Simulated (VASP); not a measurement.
# Na (P6_3/mmc) in VASP: further runs

Na is run at these levels: PBEsol; tasks: relaxation of cell and atoms.

Everything below comes from runs of VASP 6.6.1. Logs are shortened: lines on timing, memory, paths and dates and some standing lists are left out, and cuts for length are marked.

## (1) The cell of the first run

It takes space group P6_3/mmc (No. 194, hexagonal). The conventional cell has a = 3.810 Å, b = 3.810 Å, c = 6.222 Å, α = 90.00°, β = 90.00°, γ = 120.00°. Na (site symmetry -6m2) has 12 Na at 3.81 Å within 5.0 Å.

This isn't the form of Na at room conditions, which is bcc.

## (2) Relaxation of cell and atoms, PBEsol

File INCAR:

```
ALGO     = Normal         # electronic algorithm
EDIFF    = 1E-6           # SCF threshold, eV
EDIFFG   = -0.02          # ionic threshold
ENCUT    = 600            # plane-wave cutoff, eV
GGA      = PS             # functional
IBRION   = 2              # ionic algorithm
ISIF     = 3              # what is computed and relaxed
ISMEAR   = 1              # smearing method
LASPH    = T              # aspherical terms in the spheres
LCHARG   = F              # write CHGCAR
LREAL    = F              # projectors in reciprocal space
LWAVE    = F              # write WAVECAR
NELM     = 100            # most SCF steps
NSW      = 80             # ionic steps
PREC     = Accurate       # precision mode
SIGMA    = 0.05           # smearing width, eV
```

File KPOINTS:

```
k-points
0
Gamma
  6 6 4
```

File POSCAR:

```
Na
1.0
    3.8100000000      0.0000000000      0.0000000000
   -1.9050000000      3.2995567884      0.0000000000
    0.0000000000      0.0000000000      6.2217300000
Na
2
Direct
    0.3333333333      0.6666666667      0.2500000000
    0.6666666667      0.3333333333      0.7500000000
```

Potentials or basis: VASP PAW PBE potentials, release 64 (Na_pv).

Launch:

```console
cat potpaw_PBE.64/Na_pv/POTCAR > POTCAR
mpirun -np 1 vasp_std > vasp.out
```

OUTCAR:

```text
EDIFF = 1E-6
   EDIFFG = -0.02
   ENCUT = 600
   GGA = PS
   IBRION = 2
   ISIF = 3
   ISMEAR = 1
   LASPH = T
   LREAL = F
   NELM = 100
   NSW = 80
   PREC = Accurate

 ion  position               nearest neighbor table
   1  0.333  0.667  0.250-
   2  0.667  0.333  0.750-

  LATTYP: Found a hexagonal cell.
 ALAT       =     3.8100000000
 C/A-ratio  =     1.6330000000

  Lattice vectors:

 A1 = (   3.8100000000,   0.0000000000,   0.0000000000)
 A2 = (  -1.9050000000,   3.2995567884,   0.0000000000)
 A3 = (   0.0000000000,   0.0000000000,   6.2217300000)

Analysis of symmetry for initial positions (statically):
=====================================================================
 Subroutine PRICEL returns:
 Original cell was already a primitive cell.

 Routine SETGRP: Setting up the symmetry group for a
 hexagonal supercell.

 Subroutine GETGRP returns: Found 24 space group operations
 (whereof 12 operations were pure point group operations)
 out of a pool of 24 trial point group operations.

The static configuration has the point symmetry D_3d.
 The point group associated with its full space group is D_6h.

Analysis of symmetry for dynamics (positions and initial velocities):
=====================================================================
 Subroutine PRICEL returns:
 Original cell was already a primitive cell.

 Routine SETGRP: Setting up the symmetry group for a
 hexagonal supercell.

 Subroutine GETGRP returns: Found 24 space group operations
 (whereof 12 operations were pure point group operations)
 out of a pool of 24 trial point group operations.

The dynamic configuration has the point symmetry D_3d.
 The point group associated with its full space group is D_6h.

 Subroutine INISYM returns: Found 24 space group operations
 (whereof 12 operations are pure point group operations),
 and found     1 'primitive' translations

----------------------------------------------------------------------------------------

                                     Primitive cell

  volume of cell :      78.2153

  direct lattice vectors                    reciprocal lattice vectors
     3.810000000  0.000000000  0.000000000     0.262467192  0.151535504  0.000000000
    -1.905000000  3.299556788  0.000000000     0.000000000  0.303071007  0.000000000
     0.000000000  0.000000000  6.221730000     0.000000000  0.000000000  0.160727000

  length of vectors
     3.810000000  3.810000000  6.221730000     0.303071007  0.303071007  0.160727000

  position of ions in fractional coordinates (direct lattice)
     0.333333333  0.666666667  0.250000000
     0.666666667  0.333333333  0.750000000

  ion indices of the primitive-cell ions
   primitive index   ion index
                 1           1
                 2           2

----------------------------------------------------------------------------------------

 KPOINTS: k-points

Automatic generation of k-mesh.
 Grid dimensions read from file:
 generate k-points for:    6    6    4

 Generating k-lattice:

  Cartesian coordinates                     Fractional coordinates (reciprocal lattice)
     0.043744532  0.025255917  0.000000000     0.166666667  0.000000000  0.000000000
     0.000000000  0.050511835  0.000000000     0.000000000  0.166666667  0.000000000
     0.000000000  0.000000000  0.040181750     0.000000000  0.000000000  0.250000000

  Length of vectors
     0.050511835  0.050511835  0.040181750

  Shift w.r.t. Gamma in fractional coordinates (k-lattice)
     0.000000000  0.000000000  0.000000000

 Subroutine IBZKPT returns following result:
 ===========================================

 Found     21 irreducible k-points:

 Following reciprocal coordinates:
            Coordinates               Weight
  0.000000  0.000000  0.000000      1.000000
  0.166667  0.000000  0.000000      6.000000
  0.333333  0.000000  0.000000      6.000000
  0.500000  0.000000  0.000000      3.000000
  0.166667  0.166667  0.000000      6.000000
  0.333333  0.166667  0.000000     12.000000
[... 13 lines left out ...]
  0.333333  0.166667  0.500000     12.000000
  0.333333  0.333333  0.500000      2.000000
   k-points           NKPTS =     21   k-points in BZ     NKDIM =     21   number of bands    NBANDS=     11
   number of dos      NEDOS =    301   number of ions     NIONS =      2
   total plane-waves  NPLWV =  45000
   dimension x,y,z NGX =    30 NGY =   30 NGZ =   50
   dimension x,y,z NGXF=    60 NGYF=   60 NGZF=  100
   ions per type =               2
   NGX,Y,Z   is equivalent  to a cutoff of  13.09, 13.09, 13.36 a.u.
   NGXF,Y,Z  is equivalent  to a cutoff of  26.18, 26.18, 26.72 a.u.
 SYSTEM =  unknown system
   PREC   = accura    normal or accurate (medium, high low for compatibility)
   ISTART =      0    job   : 0-new  1-cont  2-samecut
   ICHARG =      2    charge: 1-file 2-atom 10-const
   ISPIN  =      1    spin polarized calculation?
   LNONCOLLINEAR =      F non collinear calculations
   LSORBIT =      F    spin-orbit coupling
   LASPH  =      T    aspherical Exc in radial PAW
   ENCUT  =  600.0 eV  44.10 Ry    6.64 a.u.   7.61  7.61 12.43*2*pi/ulx,y,z
   NELM   =    100;   NELMIN=  2; NELMDL= -5     # of ELM steps
   EDIFF  = 0.1E-05   stopping-criterion for ELM
   LREAL  =      F    real-space projection
   EDIFFG = -.2E-01   stopping-criterion for IOM
   NSW    =     80    number of steps for IOM
   IBRION =      2    ionic relax: 0-MD 1-quasi-New 2-CG
   NFREE  =      1    steps in history (QN), initial steepest desc. (CG)
   ISIF   =      3    stress and relaxation
   ISYM   =      2    0-nonsym 1-usesym 2-fastsym
   POTIM  = 0.5000    time-step for ionic-motion
   TEBEG  =    0.0;   TEEND  =   0.0 temperature during run
   PSTRESS=    0.0 pullay stress
   NELECT =      14.0000    total number of electrons
   NUPDOWN=      -1.0000    fix difference up-down
   EMIN   =  10.00;   EMAX   =-10.00  energy-range for DOS
   EFERMI =   0.00;   METHOD = LEGACY
   ISMEAR =     1;   SIGMA  =   0.05  broadening in eV -4-tet -1-fermi 0-gaus
   EFERMI_NEDOS =   21; number of points for ismear=-14 and -15
   IALGO  =     38    algorithm
   IMIX   =      4    mixing-type and parameters
     AMIX     =   0.40;   BMIX     =  1.00
     AMIX_MAG =   1.60;   BMIX_MAG =  1.00
  volume/ion in A,a.u.               =      39.11       263.91
  Fermi-wavevector in a.u.,A,eV,Ry     =   0.922614  1.743489 11.581517  0.851217
  Thomas-Fermi vector in A             =   2.048161
   LORBIT       =      0    0 simple, 1 ext, 2 COOP (PROOUT), +10 PAW based schemes
   GGA     = PS    functional components
   LHFCALC =     F    Hartree Fock is set to
   AEXX    =    0.0000 exact exchange contribution
   IVDW    =     0    specifies the selected vdW correction
   LEPSILON=     F    determine dielectric tensor
   LRPA    =     F    only Hartree local field effects (RPA)
 conjugate gradient relaxation of ions
 non-spin polarized calculation
 Methfessel and Paxton  Order N= 1 SIGMA  =   0.05
  energy-cutoff  :      600.00
  volume of cell :       78.22
 maximum number of plane-waves:      2635
   NGX = 15   NGY = 15   NGZ = 25

--------------------------------------- Ionic step        1  -------------------------------------------

 number of electron      13.9999980 magnetization

 Free energy of the ion-electron system (eV)
  ---------------------------------------------------
  ext. energy  EPLUGINS =         0.00000000
  ---------------------------------------------------
  free energy    TOTEN  =        -2.79630017 eV

  energy without entropy =       -2.79625345  energy(sigma->0) =       -2.79628460

 E-fermi :  -0.0315     XC(G=0):  -6.3615

 val. band max:       -0.0662316841   @ k =   0.3333   0.1667   0.2500
 cond. band min:       0.3303818981   @ k =   0.1667   0.1667   0.2500
 fundamental gap:      0.3966135821
 Fermi energy:        -0.0314509663

 k-point     1 :       0.0000    0.0000    0.0000
  band No.  band energies     occupation
      1     -24.6969      2.00000
      2     -24.6710      2.00000
      3     -24.6710      2.00000
      4     -24.6677      2.00000
      5     -24.6669      2.00000
      6     -24.6669      2.00000
      7      -3.0091      2.00000
      8       0.6993     -0.00000
      9       1.0736      0.00000
     10       9.8401      0.00000
     11       9.8424      0.00000

 k-point     2 :       0.1667    0.0000    0.0000
  band No.  band energies     occupation
      1     -24.6944      2.00000
      2     -24.6765      2.00000
      3     -24.6727      2.00000
      4     -24.6725      2.00000
      5     -24.6687      2.00000
      6     -24.6679      2.00000
      7      -2.6142      2.00000
      8       1.0540      0.00000
      9       1.4562      0.00000
     10       6.3794      0.00000
     11       8.3474      0.00000
[... 322 lines left out ...]
 POSITION                                       TOTAL-FORCE (eV/Angst)
 -----------------------------------------------------------------------------------
     -0.00000      2.19345      1.53782         0.000000     -0.000000      0.000000
      1.89958      1.09672      4.61347        -0.000000      0.000000      0.000000
 -----------------------------------------------------------------------------------
    total drift:                               -0.000000      0.000000     -0.000000

  FREE ENERGIE OF THE ION-ELECTRON SYSTEM (eV)
  ---------------------------------------------------
  free  energy   TOTEN  =        -2.8019399461 eV

  energy  without entropy=       -2.8018932284  energy(sigma->0) =       -2.80192437

--------------------------------------- Ionic step        3  -------------------------------------------

 number of electron      14.0000002 magnetization

 Free energy of the ion-electron system (eV)
  ---------------------------------------------------
  ext. energy  EPLUGINS =         0.00000000
  ---------------------------------------------------
  free energy    TOTEN  =        -2.81043417 eV

  energy without entropy =       -2.81038745  energy(sigma->0) =       -2.81041859

 E-fermi :   0.1011     XC(G=0):  -6.5422

 val. band max:        0.0662840148   @ k =   0.3333   0.1667   0.2500
 cond. band min:       0.5136083914   @ k =   0.5000   0.0000   0.0000
 fundamental gap:      0.4473243766
 Fermi energy:         0.1010647325

 k-point     1 :       0.0000    0.0000    0.0000
  band No.  band energies     occupation
      1     -24.4608      2.00000
      2     -24.4249      2.00000
      3     -24.4249      2.00000
      4     -24.4198      2.00000
      5     -24.4185      2.00000
      6     -24.4185      2.00000
      7      -2.9622      2.00000
      8       1.0606     -0.00000
      9       1.5461      0.00000
     10      10.1285      0.00000
     11      10.1285      0.00000

 k-point     2 :       0.1667    0.0000    0.0000
  band No.  band energies     occupation
      1     -24.4575      2.00000
      2     -24.4311      2.00000
      3     -24.4270      2.00000
      4     -24.4250      2.00000
      5     -24.4214      2.00000
      6     -24.4195      2.00000
      7      -2.5573      2.00000
      8       1.4194      0.00000
      9       1.9322      0.00000
     10       6.6359      0.00000
     11       8.6367      0.00000
[... 286 lines left out ...]
 POSITION                                       TOTAL-FORCE (eV/Angst)
 -----------------------------------------------------------------------------------
     -0.00000      2.17468      1.48499         0.000000      0.000000      0.000000
      1.88333      1.08734      4.45498        -0.000000     -0.000000      0.000000
 -----------------------------------------------------------------------------------
    total drift:                               -0.000000      0.000000     -0.000000

  FREE ENERGIE OF THE ION-ELECTRON SYSTEM (eV)
  ---------------------------------------------------
  free  energy   TOTEN  =        -2.8104341673 eV

  energy  without entropy=       -2.8103874497  energy(sigma->0) =       -2.81041859

 reached required accuracy - stopping structural energy minimisation
```

Run time: 22 s. Hardware: 1 thread of Intel Xeon Platinum 8488C (Sapphire Rapids), shared host; peak memory 0.19 GiB.

What came out:

```yaml
Free_energy: -2.8104 eV
Relaxed_volume: 36.49 Å³/atom
Relaxed_cell: a = 3.767 Å, b = 3.767 Å, c = 5.940 Å, α = 90.00°, β = 90.00°, γ = 120.00°
Space_group_after_relaxing_to_0.1_Å: P6_3/mmc (No. 194)
Energy_gained_by_relaxing: 7.1 meV/atom
Ionic_steps: 3
Pressure_after_relaxing: 0.0 GPa
Band_gap_on_the_k_mesh: zero (bands 7 and 8 overlap by 4.24 eV)
```

The path:
```csv
step,energy change (eV),largest force (eV/Å),pressure (GPa),volume (Å³)
1,0.0000,0.0000,-0.48,78.22
2,-0.0056,0.0000,-0.41,76.89
3,-0.0141,0.0000,-0.04,72.98
```

Final structure:
```
CELL_PARAMETERS angstrom
3.76666 0.00000 0.00000
-1.88333 3.26202 0.00000
0.00000 0.00000 5.93997
ATOMIC_POSITIONS crystal
Na 0.33333 0.66667 0.25000
Na 0.66667 0.33333 0.75000
```

Levels at points of the mesh, in eV from the Fermi level:
| k point | band 4 | band 5 | band 6 | band 7 | band 8 | band 9 | band 10 | band 11 |
| --- | --- | --- | --- | --- | --- | --- | --- | --- |
| (0.00, 0.00, 0.00) | -24.52 | -24.52 | -24.52 | -3.06 | 0.96 | 1.45 | 10.03 | 10.03 |
| (0.50, 0.00, 0.00) | -24.53 | -24.53 | -24.52 | 0.41 | 0.53 | 4.20 | 4.23 | 4.81 |
| (0.00, 0.00, 0.50) | -24.52 | -24.52 | -24.52 | -1.97 | -1.97 | 6.22 | 6.22 | 10.65 |
| (0.50, 0.00, 0.50) | -24.53 | -24.53 | -24.53 | 1.28 | 1.28 | 1.77 | 1.77 | 7.99 |

Caveat: the PAW data sets were made with another functional, which shifts forces and pressure a little.

## (3) Relaxation of cell and atoms, PBEsol, target pressure 5 GPa, at which the enthalpy is minimised

File INCAR:

```
SYSTEM = Na
PREC = Accurate
ENCUT = 600
EDIFF = 1E-6
ISMEAR = 1
SIGMA = 0.05
LREAL = .False.
LASPH = .True.
NELM = 80
ALGO = Normal
ISIF = 3
LWAVE = .False.
LCHARG = .False.
GGA = PS
IBRION = 2
NSW = 80
EDIFFG = -0.02
PSTRESS = 50.0
```

File KPOINTS:

```
Automatic mesh
0
Gamma
  6 6 4
  0 0 0
```

POSCAR is that of step 2.

Potentials or basis: VASP PAW PBE potentials, release 64 (Na_pv).

Launch:

```console
cat potpaw_PBE.64/Na_pv/POTCAR > POTCAR
mpirun -np 1 vasp_std > vasp.out
```

OUTCAR:

```text
SYSTEM = Na
   PREC = Accurate
   ENCUT = 600
   EDIFF = 1E-6
   ISMEAR = 1
   LREAL = .False.
   LASPH = .True.
   NELM = 80
   ISIF = 3
   GGA = PS
   IBRION = 2
   NSW = 80
   EDIFFG = -0.02
   PSTRESS = 50.0

 ion  position               nearest neighbor table
   1  0.333  0.667  0.250-
   2  0.667  0.333  0.750-

  LATTYP: Found a hexagonal cell.
 ALAT       =     3.8100000000
 C/A-ratio  =     1.6330000000

  Lattice vectors:

 A1 = (   3.8100000000,   0.0000000000,   0.0000000000)
 A2 = (  -1.9050000000,   3.2995567884,   0.0000000000)
 A3 = (   0.0000000000,   0.0000000000,   6.2217300000)

Analysis of symmetry for initial positions (statically):
=====================================================================
 Subroutine PRICEL returns:
 Original cell was already a primitive cell.

 Routine SETGRP: Setting up the symmetry group for a
 hexagonal supercell.

 Subroutine GETGRP returns: Found 24 space group operations
 (whereof 12 operations were pure point group operations)
[... 176 lines left out ...]
      3     -24.6710      2.00000
      4     -24.6677      2.00000
      5     -24.6669      2.00000
      6     -24.6669      2.00000
      7      -3.0091      2.00000
      8       0.6993     -0.00000
      9       1.0736      0.00000
     10       9.8401      0.00000
     11       9.8424      0.00000
[... 543 lines left out ...]
--------------------------------------- Ionic step        8  -------------------------------------------

 number of electron      14.0000004 magnetization

 Free energy of the ion-electron system (eV)
  ---------------------------------------------------
  ext. energy  EPLUGINS =         0.00000000
  ---------------------------------------------------
  free energy    TOTEN  =        -2.56424595 eV

  energy without entropy =       -2.56419924  energy(sigma->0) =       -2.56423038

 E-fermi :   1.2547     XC(G=0):  -7.5405

 val. band max:        1.2199437504   @ k =   0.3333   0.1667   0.2500
 cond. band min:       1.6946211585   @ k =   0.5000   0.0000   0.0000
 fundamental gap:      0.4746774081
 Fermi energy:         1.2547244682

 k-point     1 :       0.0000    0.0000    0.0000
  band No.  band energies     occupation
      1     -23.1799      2.00000
      2     -23.0677      2.00000
      3     -23.0677      2.00000
      4     -23.0492      2.00000
      5     -23.0491      2.00000
      6     -23.0491      2.00000
      7      -2.5738      2.00000
      8       2.3677      0.00000
      9       3.1281      0.00000
     10      13.3611      0.00000
     11      13.3611      0.00000
[... 311 lines left out ...]
  energy  without entropy=       -2.5641992359  energy(sigma->0) =       -2.56423038

  enthalpy is  TOTEN    =        -0.9493478669 eV   P V=        1.6148980866

 reached required accuracy - stopping structural energy minimisation
```

OSZICAR:

```text
N       E                     dE             d eps       ncg     rms          rms(c)
DAV:   1     0.934923656603E+02    0.93492E+02   -0.81827E+03   462   0.133E+03
DAV:   2     0.783597098045E+00   -0.92709E+02   -0.92227E+02   468   0.315E+02
DAV:   3    -0.274652573554E+01   -0.35301E+01   -0.35268E+01   534   0.769E+01
[... 61 lines left out ...]
DAV:   1    -0.256634390507E+01   -0.29140E-02   -0.13663E-01   522   0.498E+00    0.392E-01
DAV:   2    -0.256511863509E+01    0.12253E-02   -0.22880E-03   471   0.626E-01    0.243E-01
DAV:   3    -0.256423885502E+01    0.87978E-03   -0.20766E-04   485   0.383E-01    0.684E-03
DAV:   4    -0.256424578727E+01   -0.69322E-05   -0.74531E-05   484   0.108E-01    0.321E-03
DAV:   5    -0.256424595352E+01   -0.16625E-06   -0.16628E-06   274   0.231E-02
   8 F= -.94934787E+00 E0= -.94933229E+00  d E =-.812012E-03
```

CONTCAR:

```text
Na
   1.00000000000000
     3.3570554743422436    0.0000000000000000    0.0000000000000000
    -1.6785277371711218    2.9072953226735203    0.0000000000000000
    -0.0000000000000000    0.0000000000000000    5.3019793333284850
  Na
     2
Direct
     0.3333333332999970    0.6666666667000030    0.2500000000000000
     0.6666666667000030    0.3333333332999970    0.7500000000000000

  0.00000000E+00  0.00000000E+00  0.00000000E+00
  0.00000000E+00  0.00000000E+00  0.00000000E+00
```

Run time: 56 s. Hardware: 1 thread of Intel Xeon Platinum 8488C (Sapphire Rapids), shared host; peak memory 0.2 GiB.

What came out:

- Free energy: -2.5642 eV
- Relaxed volume: 25.87 Å³/atom
- Relaxed cell: a = 3.357 Å, b = 3.357 Å, c = 5.302 Å, α = 90.00°, β = 90.00°, γ = 120.00°
- Space group after relaxing (to 0.1 Å): P6_3/mmc (No. 194)
- Energy change on relaxing (the run minimises the enthalpy): +116.0 meV/atom
- Ionic steps: 8
- Pressure after relaxing: 5.0 GPa
- Band gap on the k mesh: zero (bands 7 and 8 overlap by 5.22 eV)

The path:
```tsv
step	energy change (eV)	largest force (eV/Å)	pressure (GPa)	volume (Å³)
1	0.0000	0.0000	-0.48	78.22
2	0.0175	0.0000	1.24	64.02
3	0.1404	0.0000	3.50	55.26
4	0.8637	0.0000	13.97	40.20
5	0.2200	0.0000	4.81	52.17
6	0.2337	0.0000	5.03	51.72
7	0.2329	0.0000	5.02	51.73
8	0.2321	0.0000	5.02	51.75
```

Final structure:
```
Na
1.0
     3.35706    0.00000    0.00000
    -1.67853    2.90730    0.00000
     0.00000    0.00000    5.30198
Na
2
Direct
  0.33333 0.66667 0.25000
  0.66667 0.33333 0.75000
```

Caveat: the cell is relaxed towards a set pressure, so the run minimises the enthalpy, not the energy; the volume moved by over 15 % at a fixed basis, so the end points are rough; the PAW data sets were made with another functional, which shifts forces and pressure a little.

[end of part 1 of 2]
